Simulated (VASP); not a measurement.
# KBr (Fm-3m) in VASP: further runs

The runs below take KBr through single point, with PBEsol.

Program: VASP 6.6.1. These are calculated values, not measurements. Logs are shortened: lines on timing, memory, paths and dates and some standing lists are left out, and cuts for length are marked.

**1. The cell of the first run**

It takes space group Fm-3m (No. 225, cubic). Conventional cell: a = 6.547 Å, b = 6.547 Å, c = 6.547 Å, α = 90.00°, β = 90.00°, γ = 90.00°. K (site symmetry m-3m) has 6 Br at 3.27 Å within 4.3 Å. Br (site symmetry m-3m) has 6 K at 3.27 Å within 4.3 Å.

**2. Single point, PBEsol (Rb replaced by K, lengths x 0.970, strained)**

File INCAR:

```
SYSTEM = KBr
  ALGO = Normal
  EDIFF = 1E-6
  ENCUT = 500
  GGA = PS
  GGA_COMPAT = .FALSE.
  ISIF = 2
  ISMEAR = 0
  LASPH = .TRUE.
  LCHARG = .FALSE.
  LREAL = .FALSE.
  LWAVE = .FALSE.
  NBANDS = 15
  NELM = 120
  PREC = Accurate
  SIGMA = 0.1
```

File KPOINTS:

```
k-points
0
G
  6 6 6
  0 0 0
```

File POSCAR:

```
KBr
1.0
    0.0000000000      3.2733087712      3.2733087712
    3.2733087712      0.0000000000      3.2733087712
    3.2733087712      3.2733087712      0.0000000000
K Br
1 1
Direct
    0.0000000000      0.0000000000      0.0000000000
    0.5000000000      0.5000000000      0.5000000000
```

Potentials or basis: VASP PAW PBE potentials, release 64 (K_sv, Br).

Started as:

```bash
cat potpaw_PBE.64/K_sv/POTCAR potpaw_PBE.64/Br/POTCAR > POTCAR
mpirun -np 1 vasp_std > vasp.out
```

OUTCAR:

```text
SYSTEM = KBr
   EDIFF = 1E-6
   ENCUT = 500
   GGA = PS
   ISIF = 2
   ISMEAR = 0
   LASPH = .TRUE.
   LREAL = .FALSE.
   NELM = 120
   PREC = Accurate

 ion  position               nearest neighbor table
   1  0.000  0.000  0.000-   2 3.27   2 3.27   2 3.27   2 3.27   2 3.27   2 3.27
   2  0.500  0.500  0.500-   1 3.27   1 3.27   1 3.27   1 3.27   1 3.27   1 3.27

  LATTYP: Found a face centered cubic cell.
 ALAT       =     6.5466175424

  Lattice vectors:

 A1 = (   0.0000000000,   3.2733087712,   3.2733087712)
 A2 = (   3.2733087712,   0.0000000000,   3.2733087712)
 A3 = (   3.2733087712,   3.2733087712,   0.0000000000)

Analysis of symmetry for initial positions (statically):
=====================================================================
 Subroutine PRICEL returns:
 Original cell was already a primitive cell.

 Routine SETGRP: Setting up the symmetry group for a
 face centered cubic supercell.

 Subroutine GETGRP returns: Found 48 space group operations
 (whereof 48 operations were pure point group operations)
 out of a pool of 48 trial point group operations.

The static configuration has the point symmetry O_h .

Analysis of symmetry for dynamics (positions and initial velocities):
=====================================================================
 Subroutine PRICEL returns:
 Original cell was already a primitive cell.

 Routine SETGRP: Setting up the symmetry group for a
 face centered cubic supercell.

 Subroutine GETGRP returns: Found 48 space group operations
 (whereof 48 operations were pure point group operations)
 out of a pool of 48 trial point group operations.

The dynamic configuration has the point symmetry O_h .

 Subroutine INISYM returns: Found 48 space group operations
 (whereof 48 operations are pure point group operations),
 and found     1 'primitive' translations

----------------------------------------------------------------------------------------

                                     Primitive cell

  volume of cell :      70.1441

  direct lattice vectors                    reciprocal lattice vectors
     0.000000000  3.273308771  3.273308771    -0.152750637  0.152750637  0.152750637
     3.273308771  0.000000000  3.273308771     0.152750637 -0.152750637  0.152750637
     3.273308771  3.273308771  0.000000000     0.152750637  0.152750637 -0.152750637

  length of vectors
     4.629157658  4.629157658  4.629157658     0.264571864  0.264571864  0.264571864

  position of ions in fractional coordinates (direct lattice)
     0.000000000  0.000000000  0.000000000
     0.500000000  0.500000000  0.500000000

  ion indices of the primitive-cell ions
   primitive index   ion index
                 1           1
                 2           2

----------------------------------------------------------------------------------------

 KPOINTS: k-points

Automatic generation of k-mesh.
 Grid dimensions read from file:
 generate k-points for:    6    6    6

 Generating k-lattice:

  Cartesian coordinates                     Fractional coordinates (reciprocal lattice)
    -0.025458440  0.025458440  0.025458440     0.166666667  0.000000000  0.000000000
     0.025458440 -0.025458440  0.025458440     0.000000000  0.166666667  0.000000000
     0.025458440  0.025458440 -0.025458440     0.000000000  0.000000000  0.166666667

  Length of vectors
     0.044095311  0.044095311  0.044095311

  Shift w.r.t. Gamma in fractional coordinates (k-lattice)
     0.000000000  0.000000000  0.000000000

 Subroutine IBZKPT returns following result:
 ===========================================

 Found     16 irreducible k-points:

 Following reciprocal coordinates:
            Coordinates               Weight
  0.000000  0.000000  0.000000      1.000000
  0.166667  0.000000  0.000000      8.000000
  0.333333  0.000000  0.000000      8.000000
  0.500000  0.000000  0.000000      4.000000
  0.166667  0.166667  0.000000      6.000000
  0.333333  0.166667  0.000000     24.000000
[... 8 lines left out ...]
 -0.333333  0.333333  0.166667     24.000000
 -0.333333  0.500000  0.166667     12.000000
   k-points           NKPTS =     16   k-points in BZ     NKDIM =     16   number of bands    NBANDS=     15
   number of dos      NEDOS =    301   number of ions     NIONS =      2
   total plane-waves  NPLWV =  46656
   dimension x,y,z NGX =    36 NGY =   36 NGZ =   36
   dimension x,y,z NGXF=    72 NGYF=   72 NGZF=   72
   ions per type =               1   1
   NGX,Y,Z   is equivalent  to a cutoff of  12.93, 12.93, 12.93 a.u.
   NGXF,Y,Z  is equivalent  to a cutoff of  25.86, 25.86, 25.86 a.u.
 SYSTEM =  KBr
   PREC   = accura    normal or accurate (medium, high low for compatibility)
   ISTART =      0    job   : 0-new  1-cont  2-samecut
   ICHARG =      2    charge: 1-file 2-atom 10-const
   ISPIN  =      1    spin polarized calculation?
   LNONCOLLINEAR =      F non collinear calculations
   LSORBIT =      F    spin-orbit coupling
   LASPH  =      T    aspherical Exc in radial PAW
   ENCUT  =  500.0 eV  36.75 Ry    6.06 a.u.   8.44  8.44  8.44*2*pi/ulx,y,z
   NELM   =    120;   NELMIN=  2; NELMDL= -5     # of ELM steps
   EDIFF  = 0.1E-05   stopping-criterion for ELM
   LREAL  =      F    real-space projection
   EDIFFG = 0.1E-04   stopping-criterion for IOM
   NSW    =      0    number of steps for IOM
   IBRION =     -1    ionic relax: 0-MD 1-quasi-New 2-CG
   NFREE  =      0    steps in history (QN), initial steepest desc. (CG)
   ISIF   =      2    stress and relaxation
   ISYM   =      2    0-nonsym 1-usesym 2-fastsym
   POTIM  = 0.5000    time-step for ionic-motion
   TEBEG  =    0.0;   TEEND  =   0.0 temperature during run
   PSTRESS=    0.0 pullay stress
   NELECT =      16.0000    total number of electrons
   NUPDOWN=      -1.0000    fix difference up-down
   EMIN   =  10.00;   EMAX   =-10.00  energy-range for DOS
   EFERMI =   0.00;   METHOD = LEGACY
   ISMEAR =     0;   SIGMA  =   0.10  broadening in eV -4-tet -1-fermi 0-gaus
   EFERMI_NEDOS =   21; number of points for ismear=-14 and -15
   IALGO  =     38    algorithm
   IMIX   =      4    mixing-type and parameters
     AMIX     =   0.40;   BMIX     =  1.00
     AMIX_MAG =   1.60;   BMIX_MAG =  1.00
  volume/ion in A,a.u.               =      35.07       236.68
  Fermi-wavevector in a.u.,A,eV,Ry     =   1.000271  1.890239 13.613212  1.000543
  Thomas-Fermi vector in A             =   2.132617
   LORBIT       =      0    0 simple, 1 ext, 2 COOP (PROOUT), +10 PAW based schemes
   GGA     = PS    functional components
   LHFCALC =     F    Hartree Fock is set to
   AEXX    =    0.0000 exact exchange contribution
   IVDW    =     0    specifies the selected vdW correction
   LEPSILON=     F    determine dielectric tensor
   LRPA    =     F    only Hartree local field effects (RPA)
 non-spin polarized calculation
 Gauss-broadening in eV      SIGMA  =   0.10
  energy-cutoff  :      500.00
  volume of cell :       70.14
 maximum number of plane-waves:      1807
 NGX is ok and might be reduce to    36
   NGX = 17   NGY = 17   NGZ = 17

 number of electron      16.0000000 magnetization

 Free energy of the ion-electron system (eV)
  ---------------------------------------------------
  ext. energy  EPLUGINS =         0.00000000
  ---------------------------------------------------
  free energy    TOTEN  =        -6.45975740 eV

  energy without entropy =       -6.45975740  energy(sigma->0) =       -6.45975740

 E-fermi :  -1.1903     XC(G=0):  -7.6483

 val. band max:       -1.7295457834   @ k =   0.0000   0.0000   0.0000
 cond. band min:       2.6091317567   @ k =   0.0000   0.0000   0.0000
 fundamental gap:      4.3386775401
 Fermi energy:        -1.1902934885

 k-point     1 :       0.0000    0.0000    0.0000
  band No.  band energies     occupation
      1     -29.2908      2.00000
      2     -14.0668      2.00000
      3     -12.8356      2.00000
      4     -12.8356      2.00000
      5     -12.8356      2.00000
      6      -1.7295      2.00000
      7      -1.7295      2.00000
      8      -1.7295      2.00000
      9       2.6091      0.00000
     10       5.7994      0.00000
     11       5.7994      0.00000
     12       5.7994      0.00000
     13       6.6545      0.00000
     14       6.6545      0.00000
     15       9.7187      0.00000

 k-point     2 :       0.1667    0.0000    0.0000
  band No.  band energies     occupation
      1     -29.2891      2.00000
      2     -14.1143      2.00000
      3     -12.8371      2.00000
      4     -12.8371      2.00000
      5     -12.7692      2.00000
      6      -2.1244      2.00000
      7      -1.8260      2.00000
      8      -1.8260      2.00000
      9       3.2901      0.00000
     10       5.6466      0.00000
     11       6.1347      0.00000
     12       6.1347      0.00000
     13       7.0296      0.00000
     14       7.0296      0.00000
     15      10.6815      0.00000

 k-point     3 :       0.3333    0.0000    0.0000
  band No.  band energies     occupation
      1     -29.2857      2.00000
      2     -14.1978      2.00000
      3     -12.8401      2.00000
      4     -12.8401      2.00000
      5     -12.6470      2.00000
      6      -2.7346      2.00000
      7      -2.0063      2.00000
      8      -2.0063      2.00000
      9       4.3912      0.00000
     10       5.9360      0.00000
     11       7.0318      0.00000
     12       7.0318      0.00000
     13       7.9702      0.00000
     14       7.9702      0.00000
     15       9.8533      0.00000

 k-point     4 :       0.5000    0.0000    0.0000
  band No.  band energies     occupation
      1     -29.2840      2.00000
      2     -14.2351      2.00000
      3     -12.8416      2.00000
      4     -12.8416      2.00000
      5     -12.5899      2.00000
      6      -2.9886      2.00000
      7      -2.0910      2.00000
      8      -2.0910      2.00000
      9       4.7560      0.00000
     10       6.4855      0.00000
     11       8.0572      0.00000
     12       8.0572      0.00000
     13       8.3236      0.00000
     14       8.3236      0.00000
     15       9.3131      0.00000
[... 163 lines left out ...]
 k-point    14 :       0.5000    0.3333    0.1667
  band No.  band energies     occupation
      1     -29.2836      2.00000
      2     -14.1183      2.00000
      3     -12.8809      2.00000
      4     -12.8601      2.00000
      5     -12.7177      2.00000
      6      -2.6530      2.00000
      7      -2.1275      2.00000
      8      -2.0990      2.00000
      9       4.9970      0.00000
     10       5.2954      0.00000
     11       7.1111      0.00000
     12       7.9863      0.00000
     13       8.0771      0.00000
     14       8.2314      0.00000
     15       9.3497      0.00000

 k-point    15 :      -0.3333    0.3333    0.1667
  band No.  band energies     occupation
      1     -29.2825      2.00000
      2     -14.1051      2.00000
      3     -12.8920      2.00000
      4     -12.8772      2.00000
      5     -12.7132      2.00000
      6      -2.6111      2.00000
      7      -2.2914      2.00000
      8      -2.1541      2.00000
      9       5.3871      0.00000
     10       5.7781      0.00000
     11       6.8356      0.00000
     12       7.4422      0.00000
     13       8.6491      0.00000
     14       8.9418      0.00000
     15       9.4035      0.00000

 k-point    16 :      -0.3333    0.5000    0.1667
  band No.  band energies     occupation
      1     -29.2820      2.00000
      2     -14.0325      2.00000
      3     -12.9244      2.00000
      4     -12.8927      2.00000
      5     -12.7744      2.00000
      6      -2.4783      2.00000
      7      -2.2391      2.00000
      8      -2.2045      2.00000
      9       4.7448      0.00000
     10       6.1899      0.00000
     11       6.5084      0.00000
     12       7.5332      0.00000
     13       8.2949      0.00000
     14       9.1455      0.00000
     15       9.6514      0.00000

------------------------ aborting loop because EDIFF is reached ----------------------------------------

  FORCE on cell =-STRESS in cart. coord.  units (eV):
  Direction    XX          YY          ZZ          XY          YZ          ZX
  --------------------------------------------------------------------------------------
  -------------------------------------------------------------------------------------
  Total        0.0349091      0.0349091      0.0349091      0.0000000      0.0000000      0.0000000
  in kB        0.7973665      0.7973665      0.7973665      0.0000000      0.0000000      0.0000000
  external PRESSURE =       0.7973665 kB  Pullay stress =       0.0000000 kB

 VOLUME and BASIS-vectors are now :
 -----------------------------------------------------------------------------
  energy-cutoff  :      500.00
  volume of cell :       70.14
      direct lattice vectors                 reciprocal lattice vectors
     0.000000000  3.273308771  3.273308771    -0.152750637  0.152750637  0.152750637
     3.273308771  0.000000000  3.273308771     0.152750637 -0.152750637  0.152750637
     3.273308771  3.273308771  0.000000000     0.152750637  0.152750637 -0.152750637

 POSITION                                       TOTAL-FORCE (eV/Angst)
 -----------------------------------------------------------------------------------
      0.00000      0.00000      0.00000         0.000000     -0.000000      0.000000
      3.27331      3.27331      3.27331        -0.000000      0.000000     -0.000000
 -----------------------------------------------------------------------------------
    total drift:                                0.000000      0.000000      0.000000

  FREE ENERGIE OF THE ION-ELECTRON SYSTEM (eV)
  ---------------------------------------------------
  free  energy   TOTEN  =        -6.4597574027 eV

  energy  without entropy=       -6.4597574027  energy(sigma->0) =       -6.45975740
```

Wall time 28 s (1 thread of Intel Xeon 8259CL, shared host); peak memory 0.2 GiB.

What came out:

- Free energy: -6.4598 eV
- Pressure: 0.1 GPa
- Band gap on the k mesh: 4.34 eV, direct

Levels at points of the mesh, in eV from the valence-band top:
```
           k point  band 5  band 6  band 7  band 8  band 9  band 10  band 11  band 12
(0.00, 0.00, 0.00)  -11.11    0.00    0.00    0.00    4.34     7.53     7.53     7.53
(0.50, 0.00, 0.00)  -10.86   -1.26   -0.36   -0.36    6.49     8.21     9.79     9.79
(0.50, 0.50, 0.00)  -11.15   -0.86   -0.30   -0.30    5.71     7.18     9.37     9.48
```

Caveat: the cell differs from its parent crystal (Rb replaced by K, lengths x 0.970, strained); the PAW data sets were made with another functional, which shifts forces and pressure a little.

**3. Single point, PBEsol (Rb replaced by K, lengths x 0.970, strained)**

File INCAR:

```
SYSTEM = KBr
PREC = Accurate
ENCUT = 500
EDIFF = 1E-6
ISMEAR = 0
SIGMA = 0.02
LREAL = .FALSE.
LASPH = .TRUE.
NELM = 120
ALGO = Normal
ISIF = 2
LWAVE = .FALSE.
LCHARG = .TRUE.
GGA = PS
LELF = .TRUE.
LVHAR = .TRUE.
NBANDS = 15
GGA_COMPAT = .FALSE.
```

File KPOINTS:

```
Automatic mesh
0
G
  6 6 6
  0 0 0
```

POSCAR is that of step 2.

Potentials or basis: VASP PAW PBE potentials, release 64 (K_sv, Br).

Started as:

```bash
cat potpaw_PBE.64/K_sv/POTCAR potpaw_PBE.64/Br/POTCAR > POTCAR
mpirun -np 1 vasp_std > vasp.out
```

It took 31 s on 1 thread of Intel Xeon 8259CL, shared host; peak memory 0.2 GiB.

The run converged. Its results:

```yaml
Free_energy: -6.4598 eV
Pressure: 0.1 GPa
Band_gap_on_the_k_mesh: 4.34 eV, direct
```

Levels at points of the mesh, in eV from the valence-band top:
```csv
k point,band 5,band 6,band 7,band 8,band 9,band 10,band 11,band 12
"(0.00, 0.00, 0.00)",-11.11,0.00,0.00,0.00,4.34,7.53,7.53,7.53
"(0.50, 0.00, 0.00)",-10.86,-1.26,-0.36,-0.36,6.49,8.21,9.79,9.79
"(0.50, 0.50, 0.00)",-11.15,-0.86,-0.30,-0.30,5.71,7.18,9.37,9.48
```

Caveat: the cell differs from its parent crystal (Rb replaced by K, lengths x 0.970, strained); the PAW data sets were made with another functional, which shifts forces and pressure a little.
